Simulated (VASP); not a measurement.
## Sr: relaxation of cell and atoms with LDA

Crystal: Sr.

```
Sr
1.0
    -2.27915    2.27915    2.27915
     2.27915   -2.27915    2.27915
     2.27915    2.27915   -2.27915
Sr
1
Direct
  0.00000 0.00000 0.00000
```

This isn't the form of Sr at room conditions, which is fcc.

| Item | Value |
| --- | --- |
| Program | VASP 6.6.1 |
| Task | relaxation of cell and atoms |
| Functional | LDA |
| Potentials or basis | VASP PAW LDA potentials, release 64 (Sr_sv) |
| Cutoff | 600 eV |
| k mesh | 12 × 12 × 12 |
| Occupations | fermi-dirac, width 0.1 eV |
| Spin | no spin polarisation |
| Target pressure | 0.14 GPa |
| Dipole correction | no |
| Further INCAR settings | ALGO = Normal; EDIFF = 1e-07; IBRION = 2; EDIFFG = -0.005; NSW = 32; ISIF = 3 |

* Pressure after relaxing: 0.1 GPa
* Band gap on the k mesh: zero (bands 5 and 6 overlap by 0.76 eV)

Final structure:
```yaml
crystal:
  lattice:
    - [-2.27915, 2.27915, 2.27915]
    - [2.27915, -2.27915, 2.27915]
    - [2.27915, 2.27915, -2.27915]
  atoms:
    - { symbol: Sr, position: [0.00000, 0.00000, 0.00000] }
```

Levels at points of the mesh, in eV from the Fermi level:
```csv
k point,band 1,band 2,band 3,band 4,band 5,band 6,band 7,band 8,band 9
"(0.00, 0.00, 0.00)",-36.13,-18.07,-18.07,-18.07,-3.83,2.48,2.48,2.48,4.03
"(0.50, 0.00, 0.00)",-36.10,-18.41,-18.18,-18.07,-1.10,0.59,1.17,3.87,4.61
"(0.50, 0.50, 0.50)",-36.07,-18.31,-18.31,-18.31,-0.32,-0.32,4.32,4.32,4.32
```

Run time: 20 s on 1 thread of Intel(R) Xeon(R) Platinum 8488C (Sapphire Rapids) (shared host), peak memory 0.18 GiB.

Caveat: the cell is relaxed towards a set pressure, so the run minimises the enthalpy, not the energy.
